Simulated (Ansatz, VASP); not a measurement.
C: VASP beside Ansatz

```
C
1.0
     2.12046   -4.36936    0.00003
     2.12085    4.36955    0.00002
     0.00003    0.00000    2.50481
C
8
Cartesian
  3.4556 1.4559 -0.0001
  0.7857 -1.4557 0.0001
  0.7857 1.4559 0.0000
  3.4557 -1.4557 0.0001
  1.3383 -0.7795 1.2525
  2.9030 0.7796 1.2523
  2.9031 -0.7793 1.2525
  1.3382 0.7796 1.2524
```

Change from the starting cell: atom 1 moved 0.75 Å; relaxed back.

Alike in both runs: functional r2SCAN; k mesh 6 × 6 × 8; occupations gaussian, width 0.05 eV; no spin polarisation.

Ansatz relaxed the structure, and its values are those at the end. VASP's run is a single point on that final structure, the one shown.

```csv
,VASP,Ansatz
version,VASP 6.6.1,Ansatz 0.2.0
potentials or method,"VASP PAW PBE potentials, release 64 (C), cutoff 520 eV","scalar-relativistic, plane waves, PAW"
valence electrons in the cell,32,32
```

```csv
,VASP,Ansatz,Ansatz less VASP
gap on the k mesh at the Fermi level (eV),3.67,3.71,+0.035
least direct gap on the mesh (eV),5.34,5.37,+0.026
pressure (GPa),1.1,0.0,-1.09
rms of the force components (eV/Å),0.008,0.003,-0.0058
```

VASP's potentials were made for PBE, not for r2SCAN.
